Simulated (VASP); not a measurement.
Crystal: Zn2S3.

```
CELL_PARAMETERS angstrom
4.04617 0.00000 0.00000
-2.02309 3.50409 0.00000
0.00000 0.00000 6.29519
ATOMIC_POSITIONS crystal
Zn 0.33333 0.66667 0.24500
Zn 0.66667 0.33333 0.75500
S 0.00000 0.00000 0.00000
S 0.33333 0.66667 0.64500
S 0.66667 0.33333 0.35500
```

- Program: VASP 6.6.1
- Task: relaxation of cell and atoms
- Functional: r2SCAN
- Potentials or basis: VASP PAW PBE potentials, release 64 (Zn, S)
- Cutoff: 600 eV
- k mesh: 6 × 6 × 4
- Occupations: gaussian, width 0.1 eV
- Spin: no spin polarisation

At the start: pressure 0.9 GPa; volume 17.85 Å³/atom.

Task: Where does the relaxation end?

Result: Over 22 steps the energy falls by 231.4 meV/atom and the volume is 17.39 Å³/atom (-2.6 %); space group P-3m1 (No. 164, to 0.1 Å) before and after.

Step by step:
| step | energy change (eV) | largest force (eV/Å) | pressure (GPa) | volume (Å³) |
| --- | --- | --- | --- | --- |
| 1 | 0.0000 | 0.9071 | 0.91 | 89.25 |
| 2 | -0.1830 | 0.5856 | -0.22 | 90.51 |
| 3 | -0.5539 | 0.5006 | -0.69 | 93.75 |
| 4 | -0.1275 | 1.4841 | 7.89 | 97.90 |
| 5 | -0.5688 | 0.8446 | 1.15 | 95.37 |
| 6 | -0.7263 | 0.5994 | -2.08 | 100.94 |
| 7 | -0.7376 | 0.5427 | -2.87 | 102.42 |
| 8 | -0.9020 | 0.6291 | -0.81 | 97.92 |
| 9 | -0.9781 | 0.6641 | 2.13 | 91.61 |
| 10 | -1.0393 | 0.1160 | -0.33 | 91.45 |
| 11 | -1.0398 | 0.1469 | -0.17 | 91.46 |
| 12 | -1.0622 | 0.1129 | -0.01 | 91.24 |
| 13 | -1.1024 | 0.2317 | 0.71 | 90.47 |
| 14 | -1.1030 | 0.2742 | 0.89 | 90.31 |
| 15 | -1.1049 | 0.1380 | -1.21 | 92.09 |
| 16 | -1.1084 | 0.1675 | -0.25 | 91.26 |
| 17 | -1.1084 | 0.1571 | -0.39 | 91.36 |
| 18 | -1.1142 | 0.1441 | -0.37 | 90.97 |
| 19 | -1.1305 | 0.1135 | -0.31 | 89.79 |
| 20 | -1.1556 | 0.0479 | 0.03 | 87.45 |
| 21 | -1.1556 | 0.0257 | 0.36 | 86.35 |
| 22 | -1.1568 | 0.0226 | 0.16 | 86.93 |

Final structure:
```yaml
crystal:
  lattice:
    - [3.55698, 0.00000, 0.00000]
    - [-1.77849, 3.08044, 0.00000]
    - [0.00000, 0.00000, 7.93332]
  atoms:
    - { symbol: Zn, position: [0.33333, 0.66667, 0.19884] }
    - { symbol: Zn, position: [0.66667, 0.33333, 0.80116] }
    - { symbol: S, position: [0.00000, 0.00000, 0.00000] }
    - { symbol: S, position: [0.33333, 0.66667, 0.65081] }
    - { symbol: S, position: [0.66667, 0.33333, 0.34919] }
```

Caveat: a cell axis changed by over 15 % at a fixed basis, so the end point is rough; the PAW data sets were made with another functional, which shifts forces and pressure a little.
